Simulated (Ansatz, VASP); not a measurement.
One calculation of F, two programs

```
CELL_PARAMETERS angstrom
2.75000 -1.64000 0.00000
2.75000 1.64000 0.00000
-1.53472 0.00000 7.11639
ATOMIC_POSITIONS crystal
F 0.96800 0.60200 0.09970
F 0.39800 0.03200 0.40030
F 0.03200 0.39800 0.90030
F 0.60200 0.96800 0.59970
```

Alike in both runs: task single point; functional PBE; k mesh 6 × 6 × 2; occupations gaussian, width 0.02 eV; no spin polarisation.

```csv
,VASP,Ansatz
version,VASP 6.6.1,Ansatz 0.2.0
potentials or method,"VASP PAW PBE potentials, release 64 (F), cutoff 520 eV","scalar-relativistic, plane waves, PAW"
valence electrons in the cell,28,28
```

VASP gave:

- gap on the k mesh at the Fermi level (eV): 1.92
- least direct gap on the mesh (eV): 1.92
- pressure (GPa): -4.0
- traceless stress, the component that is largest in VASP (GPa): -7.45
- rms of the force components (eV/Å): 0.961

**Question.** Which values does Ansatz return?

**Answer.** gap on the k mesh at the Fermi level (eV): 1.98; least direct gap on the mesh (eV): 1.98; pressure (GPa): -4.1; traceless stress, the component that is largest in VASP (GPa): -8.59; rms of the force components (eV/Å): 1.110.

Atom by atom the forces differ by 0.149 eV/Å (rms over components). With one functional, cell and mesh, what is left measures potentials, basis and numerics.

The k mesh is coarse, so the values compare programs but aren't converged.
